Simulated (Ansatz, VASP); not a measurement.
One calculation of NaCaYC6N6, two programs

```
Na Ca Y C N
1.0
     0.00000    6.10944    6.10944
     6.10944    0.00000    6.10944
     6.10944    6.10944    0.00000
Na Ca Y C N
1 1 1 6 6
Direct
  0.25000 0.25000 0.25000
  0.50000 0.50000 0.50000
  0.00000 0.00000 0.00000
  0.79572 0.20428 0.20428
  0.79572 0.20428 0.79572
  0.79572 0.79572 0.20428
  0.20428 0.79572 0.79572
  0.20428 0.79572 0.20428
  0.20428 0.20428 0.79572
  0.70007 0.29993 0.29993
  0.70007 0.29993 0.70007
  0.70007 0.70007 0.29993
  0.29993 0.70007 0.70007
  0.29993 0.70007 0.29993
  0.29993 0.29993 0.70007
```

Alike in both runs: task single point; functional PBE; k mesh 4 × 4 × 4; occupations gaussian, width 0.02 eV; no spin polarisation.

|  | VASP | Ansatz |
| --- | --- | --- |
| version | VASP 6.6.1 | Ansatz 0.2.0 |
| potentials or method | VASP PAW PBE potentials, release 64 (Na_pv, Ca_sv, Y_sv, C, N), cutoff 600 eV | scalar-relativistic, plane waves, PAW |
| valence electrons in the cell | 82 | 84 |

```tsv
	VASP	Ansatz	Ansatz less VASP
gap on the k mesh at the Fermi level (eV)	4.36	4.37	+0.008
pressure (GPa)	0.2	0.0	-0.24
rms of the force components (eV/Å)	0.193	0.005	-0.1882
```

Atom by atom the forces differ by 0.198 eV/Å (rms over components). One of these differences is far larger than is usual between the two programs; its cause wasn't traced. With one functional, cell and mesh, what is left measures potentials, basis and numerics. VASP's potentials hold 82 valence electrons a cell and Ansatz's 84, so a difference there can come from the potentials and not from the codes.

Noted on VASP's run: the standard files for N, O and F lose accuracy on very short bonds.
